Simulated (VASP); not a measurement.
A run of VASP 6.6.1:

The input INCAR:

```
SYSTEM = TaAl3O
PREC = Accurate ; ENCUT = 600
EDIFF = 1E-6 ; ISMEAR = 0
SIGMA = 0.1 ; LREAL = .False.
LASPH = .True. ; NELM = 60
ALGO = Normal ; ISIF = 3
LWAVE = .False. ; LCHARG = .False.
GGA = PE ; IBRION = 2
NSW = 100 ; EDIFFG = -0.01
```

Contents of KPOINTS:

```
Automatic mesh
0
Gamma
  10 10 10
  0 0 0
```

POSCAR

```
TaAl3O
1.0
    4.1019135393      0.0000000000      0.0000000000
    0.0000000000      4.1019135393      0.0000000000
    0.0000000000      0.0000000000      4.1019135393
Ta Al O
1 3 1
Direct
    0.5000000000      0.5000000000      0.5000000000
    0.0000000000      0.0000000000      0.5000000000
    0.5000000000      0.0000000000      0.0000000000
    0.0000000000      0.5000000000      0.0000000000
    0.0000000000      0.0000000000      0.0000000000
```

Potentials or basis: VASP PAW PBE potentials, release 64 (Ta_pv, Al, O).

Launch:

```console
$ cat potpaw_PBE.64/Ta_pv/POTCAR potpaw_PBE.64/Al/POTCAR potpaw_PBE.64/O/POTCAR > POTCAR
$ mpirun -np 1 vasp_std > vasp.out
```

Hardware: 1 thread of AMD EPYC 9R45 96-Core Processor (Zen 5), on a shared host.

Q: Estimate the wall time of this run.

A: It took 100 s on 1 thread of AMD EPYC 9R45 96-Core Processor (Zen 5), with other jobs on the host, peak memory 0.24 GiB. Counts: scf iterations 28, k points 56, ion steps 3.
